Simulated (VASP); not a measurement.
Wanted: the native input for a VASP 6.6.1 run.

```yaml
Task: single point
Functional: PBEsol
Potentials_or_basis: VASP PAW PBE potentials, release 64 (Ge_d)
Cutoff: 520 eV
k_mesh: 9 × 9 × 1
Occupations: gaussian, width 0.1 eV
Spin: no spin polarisation
Dipole_correction: yes
Electric_field_eV/Å: 0.3 eV/Å
Further_INCAR_settings: ALGO = Normal; EDIFF = 1e-07; NBANDS = 51; EFIELD = 0.3
```

The structure of Ge lies in POSCAR:

```
Ge
1.0
    3.9969678637      0.0000000000      0.0000000000
   -1.9984839318      3.4614757080      0.0000000000
    0.0000000000      0.0000000000     22.4263442933
Ge
6
Direct
    0.3333333333      0.6666666667      0.3344281128
    0.6666666667      0.3333333333      0.3714372279
    0.6666666667      0.3333333333      0.4814954425
    0.3333333333      0.6666666667      0.5185045575
    0.3333333333      0.6666666667      0.6285627721
    0.6666666667      0.3333333333      0.6655718872
```

The input as run:

INCAR

```
SYSTEM = Ge
PREC = Accurate ; ENCUT = 520
EDIFF = 1E-7 ; ISMEAR = 0
SIGMA = 0.1 ; LREAL = .False.
LASPH = .True. ; NELM = 60
ALGO = Normal ; ISIF = 2
LWAVE = .False. ; LCHARG = .True.
LDIPOL = .True. ; IDIPOL = 3
DIPOL = 0.5 0.5 0.500 ; GGA = PS
LELF = .True. ; LVHAR = .True.
LVACPOTAV = .True. ; NBANDS = 51
EFIELD = 0.3
```

KPOINTS

```
Automatic mesh
0
Gamma
  9 9 1
  0 0 0
```

Potentials or basis: VASP PAW PBE potentials, release 64 (Ge_d).

The run is started by

```console
$ cat potpaw_PBE.64/Ge_d/POTCAR > POTCAR
$ mpirun -np 1 vasp_std > vasp.out
```

Results of the run:

* Largest force: 0.348 eV/Å
* Band gap on the k mesh: zero (bands 42 and 43 overlap by 0.45 eV)

Caveat: the PAW data sets were made with another functional, which shifts forces and pressure a little.

Wall time 7.4 min on 1 thread of Intel(R) Xeon(R) Platinum 8488C (Sapphire Rapids), with other jobs on the host, peak memory 0.44 GiB.
